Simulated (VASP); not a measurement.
# Cr (Im-3m) in VASP: further runs

Cr is run at these levels: PBE; tasks: single point.

Everything below comes from runs of VASP 6.6.1. Logs are shortened: lines on timing, memory, paths and dates and some standing lists are left out, and cuts for length are marked.

### Step 1. The cell of the first run

It takes space group Im-3m (No. 229, cubic). The conventional cell has a = 2.884 Å, b = 2.884 Å, c = 2.884 Å, α = 90.00°, β = 90.00°, γ = 90.00°. Cr (site symmetry m-3m) has 14 Cr at 2.50 to 2.88 Å within 3.3 Å.

### Step 2. Single point, PBE, collinear spin, zero start

Input file INCAR:

```
SYSTEM = Cr
PREC     = Accurate       ! precision mode
ENCUT    = 520            ! plane-wave cutoff, eV
EDIFF    = 1E-6           ! SCF threshold, eV
ISMEAR   = 1              ! smearing method
SIGMA    = 0.1            ! smearing width, eV
LREAL    = .False.        ! projectors in reciprocal space
LASPH    = .True.         ! aspherical terms in the spheres
NELM     = 150            ! most SCF steps
ALGO     = Normal         ! electronic algorithm
ISIF     = 2              ! what is computed and relaxed
LWAVE    = .False.        ! write WAVECAR
LCHARG   = .True.         ! write CHGCAR
ISPIN    = 2              ! spin polarisation
MAGMOM   = 0              ! initial moments
LORBIT   = 11             ! projections on sites
NUPDOWN  = 0.0            ! fixed moment
LMAXMIX  = 4              ! l up to which the mixer works
GGA      = PE             ! functional
LELF     = .True.         ! ELF
LVHAR    = .True.       
NBANDS   = 16             ! bands
```

Input file KPOINTS:

```
Automatic mesh
0
Gamma
  13 13 13
  0 0 0
```

Input file POSCAR:

```
Cr
1.0
   -1.4419500000      1.4419500000      1.4419500000
    1.4419500000     -1.4419500000      1.4419500000
    1.4419500000      1.4419500000     -1.4419500000
Cr
1
Direct
    0.0000000000      0.0000000000      0.0000000000
```

Potentials or basis: VASP PAW PBE potentials, release 64 (Cr_pv).

The run is started by

```bash
> cat potpaw_PBE.64/Cr_pv/POTCAR > POTCAR
> mpirun -np 1 vasp_std > vasp.out
```

OUTCAR:

```text
SYSTEM = Cr
   PREC = Accurate
   ENCUT = 520
   EDIFF = 1E-6
   ISMEAR = 1
   LREAL = .False.
   LASPH = .True.
   NELM = 150
   ISIF = 2
   ISPIN = 2
   LORBIT = 11
   NUPDOWN = 0.0
   GGA = PE

 ion  position               nearest neighbor table
   1  0.000  0.000  0.000-

  LATTYP: Found a body centered cubic cell.
 ALAT       =     2.8839000000

  Lattice vectors:

 A1 = (  -1.4419500000,   1.4419500000,   1.4419500000)
 A2 = (   1.4419500000,  -1.4419500000,   1.4419500000)
 A3 = (   1.4419500000,   1.4419500000,  -1.4419500000)

Analysis of symmetry for initial positions (statically):
=====================================================================
 Subroutine PRICEL returns:
 Original cell was already a primitive cell.

 Routine SETGRP: Setting up the symmetry group for a
 body centered cubic supercell.

 Subroutine GETGRP returns: Found 48 space group operations
 (whereof 48 operations were pure point group operations)
 out of a pool of 48 trial point group operations.

The static configuration has the point symmetry O_h .

Analysis of symmetry for dynamics (positions and initial velocities):
=====================================================================
 Subroutine PRICEL returns:
 Original cell was already a primitive cell.

 Routine SETGRP: Setting up the symmetry group for a
 body centered cubic supercell.

 Subroutine GETGRP returns: Found 48 space group operations
 (whereof 48 operations were pure point group operations)
 out of a pool of 48 trial point group operations.

The dynamic configuration has the point symmetry O_h .

Analysis of structural, dynamic, and magnetic symmetry:
=====================================================================
 Subroutine PRICEL returns:
 Original cell was already a primitive cell.

 Routine SETGRP: Setting up the symmetry group for a
 body centered cubic supercell.

 Subroutine GETGRP returns: Found 48 space group operations
 (whereof 48 operations were pure point group operations)
 out of a pool of 48 trial point group operations.

The overall configuration has the point symmetry O_h .

 Subroutine INISYM returns: Found 48 space group operations
 (whereof 48 operations are pure point group operations),
 and found     1 'primitive' translations

----------------------------------------------------------------------------------------
[... 105 lines left out ...]
   EFERMI =   0.00;   METHOD = LEGACY
   ISMEAR =     1;   SIGMA  =   0.10  broadening in eV -4-tet -1-fermi 0-gaus
   EFERMI_NEDOS =   21; number of points for ismear=-14 and -15
   IALGO  =     38    algorithm
   IMIX   =      4    mixing-type and parameters
     AMIX     =   0.40;   BMIX     =  1.00
     AMIX_MAG =   1.60;   BMIX_MAG =  1.00
  volume/ion in A,a.u.               =      11.99        80.93
  Fermi-wavevector in a.u.,A,eV,Ry     =   1.637439  3.094310 36.480015  2.681205
  Thomas-Fermi vector in A             =   2.728578
   LORBIT       =     11    0 simple, 1 ext, 2 COOP (PROOUT), +10 PAW based schemes
   GGA     = PE    functional components
   LHFCALC =     F    Hartree Fock is set to
   AEXX    =    0.0000 exact exchange contribution
   IVDW    =     0    specifies the selected vdW correction
   LEPSILON=     F    determine dielectric tensor
   LRPA    =     F    only Hartree local field effects (RPA)
 spin polarized calculation
 Methfessel and Paxton  Order N= 1 SIGMA  =   0.10
  energy-cutoff  :      520.00
  volume of cell :       11.99
 maximum number of plane-waves:       336
   NGX =  9   NGY =  9   NGZ =  9

 number of electron      11.9999992 magnetization       0.0000000

 number of electron      11.9999992 magnetization      -0.0000000

 Free energy of the ion-electron system (eV)
  ---------------------------------------------------
  ext. energy  EPLUGINS =         0.00000000
  ---------------------------------------------------
  free energy    TOTEN  =        -9.50852793 eV

  energy without entropy =       -9.50903493  energy(sigma->0) =       -9.50869693

 E-fermi :  10.5373     XC(G=0): -13.4600

 val. band max:       10.3103715097   @ k =  -0.3077   0.3077   0.2308
 cond. band min:      10.5393387104   @ k =  -0.3077   0.3077   0.1538
 fundamental gap:      0.2289672007
 Fermi energy:        10.5373462055

 spin component 1

 k-point     1 :       0.0000    0.0000    0.0000
  band No.  band energies     occupation
      1     -32.3536      1.00000
      2     -32.3536      1.00000
      3     -32.3536      1.00000
      4       2.7258      1.00000
      5       9.5634      1.00000
      6       9.5634      1.00000
[... 435 lines left out ...]
      5       8.4213      1.00000
      6       8.8375      1.00000
[... 8 lines left out ...]
     15      41.2301      0.00000
     16      42.0326      0.00000

 [... further k-points ...]

 spin component 2

 k-point     1 :       0.0000    0.0000    0.0000
  band No.  band energies     occupation
      1     -32.3536      1.00000
      2     -32.3536      1.00000
      3     -32.3536      1.00000
      4       2.7258      1.00000
      5       9.5634      1.00000
      6       9.5634      1.00000
[... 435 lines left out ...]
      5       8.4213      1.00000
      6       8.8375      1.00000
[... 8 lines left out ...]
     15      41.2301      0.00000
     16      42.0326      0.00000

 [... further k-points ...]

------------------------ aborting loop because EDIFF is reached ----------------------------------------

  FORCE on cell =-STRESS in cart. coord.  units (eV):
  Direction    XX          YY          ZZ          XY          YZ          ZX
  --------------------------------------------------------------------------------------
  -------------------------------------------------------------------------------------
  Total       -0.7026540     -0.7026540     -0.7026540      0.0000000     -0.0000000      0.0000000
  in kB      -93.8731714    -93.8731714    -93.8731714      0.0000000     -0.0000000      0.0000000
  external PRESSURE =     -93.8731714 kB  Pullay stress =       0.0000000 kB

 VOLUME and BASIS-vectors are now :
 -----------------------------------------------------------------------------
  energy-cutoff  :      520.00
  volume of cell :       11.99
      direct lattice vectors                 reciprocal lattice vectors
    -1.441950000  1.441950000  1.441950000     0.000000000  0.346752661  0.346752661
     1.441950000 -1.441950000  1.441950000     0.346752661  0.000000000  0.346752661
     1.441950000  1.441950000 -1.441950000     0.346752661  0.346752661  0.000000000

 POSITION                                       TOTAL-FORCE (eV/Angst)
 -----------------------------------------------------------------------------------
      0.00000      0.00000      0.00000        -0.000000     -0.000000      0.000000
 -----------------------------------------------------------------------------------
    total drift:                                0.000000     -0.000000      0.000000

  FREE ENERGIE OF THE ION-ELECTRON SYSTEM (eV)
  ---------------------------------------------------
  free  energy   TOTEN  =        -9.5085279317 eV

  energy  without entropy=       -9.5090349276  energy(sigma->0) =       -9.50869693

 total charge

# of ion       s       p       d       tot
------------------------------------------
    1        0.427   6.386   4.163  10.976

 magnetization (x)

# of ion       s       p       d       tot
------------------------------------------
    1       -0.000  -0.000   0.000  -0.000
```

OSZICAR:

```text
N       E                     dE             d eps       ncg     rms          rms(c)
DAV:   1     0.811664737267E+02    0.81166E+02   -0.64062E+03  5456   0.893E+02
DAV:   2    -0.972197939314E+01   -0.90888E+02   -0.86505E+02  5920   0.247E+02
DAV:   3    -0.112361846546E+02   -0.15142E+01   -0.15122E+01  6088   0.351E+01
DAV:   4    -0.112416391322E+02   -0.54545E-02   -0.54544E-02  6304   0.210E+00
DAV:   5    -0.112416804484E+02   -0.41316E-04   -0.41317E-04  6128   0.165E-01    0.124E+01
DAV:   6    -0.953947177282E+01    0.17022E+01   -0.22249E+00  5464   0.272E+01    0.212E+00
DAV:   7    -0.951921743734E+01    0.20254E-01   -0.37876E-02  5656   0.249E+00    0.113E+00
DAV:   8    -0.950856984000E+01    0.10648E-01   -0.24947E-03  6392   0.667E-01    0.108E-01
DAV:   9    -0.950853235206E+01    0.37488E-04   -0.21048E-04  5616   0.192E-01    0.383E-02
DAV:  10    -0.950852826304E+01    0.40890E-05   -0.60600E-06  6072   0.243E-02    0.283E-03
DAV:  11    -0.950852793175E+01    0.33129E-06   -0.28908E-08  3176   0.232E-03
   1 F= -.95085279E+01 E0= -.95086969E+01  d E =0.506996E-03  mag=     0.0000
```

It took 13 s on 1 thread of Intel Xeon 6975P-C (Granite Rapids), shared host; peak memory 0.14 GiB.

What came out:

```yaml
Free_energy: -9.5085 eV
Pressure: -9.4 GPa
Net_moment: 0.00 μB per cell
Valence_electrons_inside_the_program's_atomic_spheres: Cr 10.98
```

Caveat: the total moment is fixed, so each spin has its own Fermi level.

### Step 3. Single point, PBE, collinear spin, ferromagnetic start

Input file INCAR:

```
SYSTEM = Cr
PREC = Accurate ; ENCUT = 520
EDIFF = 1E-7 ; ISMEAR = 1
SIGMA = 0.1 ; LREAL = .FALSE.
LASPH = .TRUE. ; NELM = 150
ALGO = Normal ; ISIF = 2
LWAVE = .FALSE. ; LCHARG = .FALSE.
ISPIN = 2 ; MAGMOM = 0.68
LORBIT = 11 ; NUPDOWN = 0.7
LMAXMIX = 4 ; GGA = PE
NBANDS = 16
```

Input file KPOINTS:

```
Automatic mesh
0
G
  13 13 13
  0 0 0
```

POSCAR is that of step 2.

Potentials or basis: VASP PAW PBE potentials, release 64 (Cr_pv).

The run is started by

```bash
> cat potpaw_PBE.64/Cr_pv/POTCAR > POTCAR
> mpirun -np 1 vasp_std > vasp.out
```

OUTCAR:

```text
SYSTEM = Cr
   PREC = Accurate
   ENCUT = 520
   EDIFF = 1E-7
   ISMEAR = 1
   LREAL = .FALSE.
   LASPH = .TRUE.
   NELM = 150
   ISIF = 2
   ISPIN = 2
   LORBIT = 11
   NUPDOWN = 0.7
   GGA = PE

 ion  position               nearest neighbor table
   1  0.000  0.000  0.000-

  LATTYP: Found a body centered cubic cell.
 ALAT       =     2.8839000000

  Lattice vectors:

 A1 = (  -1.4419500000,   1.4419500000,   1.4419500000)
 A2 = (   1.4419500000,  -1.4419500000,   1.4419500000)
 A3 = (   1.4419500000,   1.4419500000,  -1.4419500000)

Analysis of symmetry for initial positions (statically):
=====================================================================
 Subroutine PRICEL returns:
 Original cell was already a primitive cell.

 Routine SETGRP: Setting up the symmetry group for a
 body centered cubic supercell.

 Subroutine GETGRP returns: Found 48 space group operations
 (whereof 48 operations were pure point group operations)
 out of a pool of 48 trial point group operations.

The static configuration has the point symmetry O_h .

[... 183 lines left out ...]
      1     -32.5185      1.00000
      2     -32.5185      1.00000
      3     -32.5185      1.00000
      4       2.5867      1.00000
      5       9.3400      1.00000
      6       9.3400      1.00000
[... 435 lines left out ...]
      5       8.2086      1.00000
      6       8.6553      1.00000
[... 8 lines left out ...]
     15      41.0672      0.00000
     16      41.9071      0.00000

 [... further k-points ...]

 spin component 2

 k-point     1 :       0.0000    0.0000    0.0000
  band No.  band energies     occupation
      1     -31.8813      1.00000
      2     -31.8813      1.00000
      3     -31.8813      1.00000
      4       2.8815      1.00000
      5      10.0152     -0.01073
      6      10.0152     -0.01073
[... 435 lines left out ...]
      5       8.8310      1.00000
      6       9.1810      1.00000
[... 8 lines left out ...]
     15      41.4594      0.00000
     16      42.1784      0.00000

 [... further k-points ...]
[... 5 lines left out ...]
  --------------------------------------------------------------------------------------
  -------------------------------------------------------------------------------------
  Total       -0.3685317     -0.3685317     -0.3685317      0.0000000      0.0000000     -0.0000000
  in kB      -49.2350995    -49.2350995    -49.2350995      0.0000000      0.0000000     -0.0000000
  external PRESSURE =     -49.2350995 kB  Pullay stress =       0.0000000 kB

 VOLUME and BASIS-vectors are now :
 -----------------------------------------------------------------------------
  energy-cutoff  :      520.00
  volume of cell :       11.99
      direct lattice vectors                 reciprocal lattice vectors
    -1.441950000  1.441950000  1.441950000     0.000000000  0.346752661  0.346752661
     1.441950000 -1.441950000  1.441950000     0.346752661  0.000000000  0.346752661
     1.441950000  1.441950000 -1.441950000     0.346752661  0.346752661  0.000000000

 POSITION                                       TOTAL-FORCE (eV/Angst)
 -----------------------------------------------------------------------------------
      0.00000      0.00000      0.00000        -0.000000      0.000000     -0.000000
 -----------------------------------------------------------------------------------
    total drift:                                0.000000     -0.000000      0.000000

  FREE ENERGIE OF THE ION-ELECTRON SYSTEM (eV)
  ---------------------------------------------------
  free  energy   TOTEN  =        -9.2897197643 eV

  energy  without entropy=       -9.2902541091  energy(sigma->0) =       -9.28989788

 total charge

# of ion       s       p       d       tot
------------------------------------------
    1        0.426   6.370   4.188  10.985

 magnetization (x)

# of ion       s       p       d       tot
------------------------------------------
    1        0.003   0.037   0.610   0.650
```

stdout:

```text
POSCAR found type information on POSCAR Cr
 POSCAR found :  1 types and       1 ions
 scaLAPACK will be used
 LDA part: xc-table for (Slater+PW92), standard interpolation
 POSCAR, INCAR and KPOINTS ok, starting setup
 FFT: planning ... GRIDC
 FFT: planning ... GRID_SOFT
 FFT: planning ... GRID
 WAVECAR not read
 entering main loop
```

Run time: 14 s. Hardware: 1 thread of Intel Xeon 6975P-C (Granite Rapids), shared host; peak memory 0.14 GiB.

What came out:

| Item | Value |
| --- | --- |
| Free energy | -9.2897 eV |
| Pressure | -4.9 GPa |
| Net moment | 0.70 μB per cell |
| Site moments | Cr +0.65 μB |
| Valence electrons inside the program's atomic spheres | Cr 10.98 |

Caveat: the total moment is fixed, so each spin has its own Fermi level.

### Step 4. Single point, PBE, collinear spin, ferromagnetic start

Input file INCAR:

```
PREC = Accurate
ENCUT = 520
EDIFF = 1E-7
ISMEAR = 1
SIGMA = 0.1
LREAL = F
LASPH = T
NELM = 150
ALGO = Normal
ISIF = 2
LWAVE = F
LCHARG = T
ISPIN = 2
MAGMOM = 1.35
LORBIT = 11
NUPDOWN = 1.4
LMAXMIX = 4
GGA = PE
LELF = T
LVHAR = T
NBANDS = 16
```

Input file KPOINTS:

```
regular mesh
0
Gamma
  13 13 13
```

POSCAR is that of step 3.

The run is started by

```bash
> cat potpaw_PBE.64/Cr_pv/POTCAR > POTCAR
> mpirun -np 1 vasp_std > vasp.out
```

Run time: 19 s. Hardware: 1 thread of Intel Xeon 6975P-C (Granite Rapids), shared host; peak memory 0.14 GiB.

It converged, with:

```yaml
Free_energy: -8.8894 eV
Pressure: 6.1 GPa
Net_moment: 1.40 μB per cell
Site_moments: Cr +1.30 μB
Valence_electrons_inside_the_program's_atomic_spheres: Cr 10.99
```

Caveat: the total moment is fixed, so each spin has its own Fermi level.

### Step 5. The runs side by side

| spin | fixed moment (μB) | pressure (GPa) | moment (μB) |
| --- | --- | --- | --- |
| collinear, zero start | 0.0 | -9.4 | 0.00 |
| collinear, ferromagnetic start | 0.7 | -4.9 | 0.70 |
| collinear, ferromagnetic start | 1.4 | 6.1 | 1.40 |

Alike in all rows: task single point; level PBE; potentials or basis VASP PAW PBE potentials, release 64 (Cr_pv); cell as given; k mesh 13 × 13 × 13; cutoff (eV) 520; smearing methfessel-paxton 0.1 eV.

Caveats: the total moment is fixed, so each spin has its own Fermi level.

Absolute energies hang on the potentials; compare differences alone.
